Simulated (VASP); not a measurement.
TaN: relaxation of cell and atoms with PBEsol

Crystal: TaN.

```
CELL_PARAMETERS angstrom
0.00000 2.10724 2.10724
2.10724 0.00000 2.10724
2.10724 2.10724 0.00000
ATOMIC_POSITIONS crystal
Ta 0.50000 0.50000 0.50000
N 0.00000 0.00000 0.00000
```

```
Program                : VASP 6.6.1
Task                   : relaxation of cell and atoms
Functional             : PBEsol
Potentials or basis    : VASP PAW PBE potentials, release 64 (Ta_pv, N)
Cutoff                 : 600 eV
k mesh                 : 16 × 16 × 16
Occupations            : gaussian, width 0.1 eV
Spin                   : no spin polarisation
Target pressure        : 50 GPa
Dipole correction      : no
Further INCAR settings : ALGO = Normal; EDIFF = 1e-06; IBRION = 2; EDIFFG = -0.008; NSW = 70; ISIF = 3
```

```yaml
Relaxed_volume: 9.41 Å³/atom
Relaxed_cell: a = 2.986 Å, b = 2.986 Å, c = 2.986 Å, α = 60.00°, β = 60.00°, γ = 60.00°
Space_group_after_relaxing_to_0.05_Å: Fm-3m (No. 225)
Energy_change_on_relaxing_the_enthalpy_is_what_falls: -17.2 meV/atom
Ionic_steps: 3
Pressure_after_relaxing: 49.9 GPa
Band_gap_on_the_k_mesh: zero (band 8 reaches 13.12 eV, above the bottom of band 9 at 8.31 eV)
```

Step by step:
```csv
step,energy change (eV),largest force (eV/Å),pressure (GPa),volume (Å³)
1,0.0000,0.0000,53.24,18.71
2,-0.1471,0.0000,38.32,19.23
3,-0.0345,0.0000,49.94,18.82
```

Final structure:
```yaml
crystal:
  lattice:
    - [0.00000, 2.11125, 2.11125]
    - [2.11125, 0.00000, 2.11125]
    - [2.11125, 2.11125, 0.00000]
  atoms:
    - { symbol: Ta, position: [0.50000, 0.50000, 0.50000] }
    - { symbol: N, position: [0.00000, 0.00000, 0.00000] }
```

Levels at points of the mesh, in eV from the Fermi level:
| k point | band 5 | band 6 | band 7 | band 8 | band 9 | band 10 | band 11 | band 12 |
| --- | --- | --- | --- | --- | --- | --- | --- | --- |
| (0.00, 0.00, 0.00) | -4.13 | -4.13 | -4.13 | -2.49 | -2.49 | -2.49 | 0.06 | 0.06 |
| (0.50, 0.00, 0.00) | -11.43 | -8.51 | -8.51 | 2.32 | 2.32 | 2.44 | 4.24 | 8.96 |
| (0.50, 0.50, 0.00) | -6.79 | -6.39 | -4.85 | -4.85 | 2.53 | 4.32 | 4.32 | 6.00 |

Run time: 22 s on 1 thread of Intel(R) Xeon(R) 6975P-C (Granite Rapids), on a shared host, peak memory 0.18 GiB.

Caveat: the cell is relaxed towards a set pressure, so the enthalpy falls and the energy may rise; the PAW data sets were made with another functional, which shifts forces and pressure a little; spin-orbit coupling is left out, which moves the levels of the heavy elements. Zero-point motion and thermal expansion aren't in these numbers.
